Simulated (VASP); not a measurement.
Runs of VASP 6.6.1 on Nb. The structure is that of space group Pm-3m (No. 221), or close to it. The cells are those of the table. 

```csv
task,cell,cutoff (eV),gap on the mesh (eV),pressure (GPa)
single point,"a = 2.492 Å, 1 atom",520,none,59.8
relaxation of cell and atoms,"relaxed from a = 2.730 Å, 1 atom",600,none,0.0
relaxation of cell and atoms,"relaxed to 40 GPa from a = 2.730 Å, 1 atom",600,none,40.2
relaxation of cell and atoms,"relaxed to 20 GPa from a = 2.730 Å, 1 atom",600,none,20.0
single point,"a = 2.613 Å, 1 atom",520,none,(a)
```

Alike in all rows: level PBE; potentials or basis VASP PAW PBE potentials, release 64 (Nb_sv); no spin polarisation; k mesh 7 × 7 × 7; smearing methfessel-paxton 0.1 eV.

Fill in the values left out.

(a) 19.8.

Caveats: some runs use coarse meshes; the cell is relaxed towards a set pressure, so the enthalpy falls and the energy may rise (some runs).

A k mesh can miss the band edges, and the runs leave out spin-orbit coupling on Nb.

A gap of «none» marks levels without a gap at the run's occupations.
